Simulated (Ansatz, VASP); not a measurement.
**Two plane-wave programs on GaAs**

```xyz
2
Lattice="0.0000 2.8298 2.8298 2.8298 0.0000 2.8298 2.8298 2.8298 0.0000" Properties=species:S:1:pos:R:3 pbc="T T T"
Ga    0.0000    0.0000    0.0000
As    4.2446    4.2446    4.2446
```

Alike in both runs: functional PBEsol; k mesh 10 × 10 × 10; occupations gaussian, width 0.01 eV; no spin polarisation.

Ansatz relaxed the structure, and its values are those at the end. VASP's run is a single point on that final structure, the one shown.

|  | VASP | Ansatz |
| --- | --- | --- |
| version | VASP 6.6.1 | Ansatz 0.2.0 |
| potentials or method | VASP PAW PBE potentials, release 64 (Ga_d, As), cutoff 520 eV | scalar-relativistic, plane waves, PAW |
| valence electrons in the cell | 18 | 28 |

VASP gave:

| Item | Value |
| --- | --- |
| gap on the k mesh at the Fermi level (eV) | 0.43 |
| least direct gap on the mesh (eV) | 0.43 |
| pressure (GPa) | 0.1 |

Question: What did Ansatz give for the same quantities?

Answer: gap on the k mesh at the Fermi level (eV): 0.42; least direct gap on the mesh (eV): 0.42; pressure (GPa): 0.0.

VASP's potentials were made for PBE, not for PBEsol, and Ansatz warns of the same on its side. VASP's potentials hold 18 valence electrons a cell and Ansatz's 28, so a difference there can come from the potentials and not from the codes.
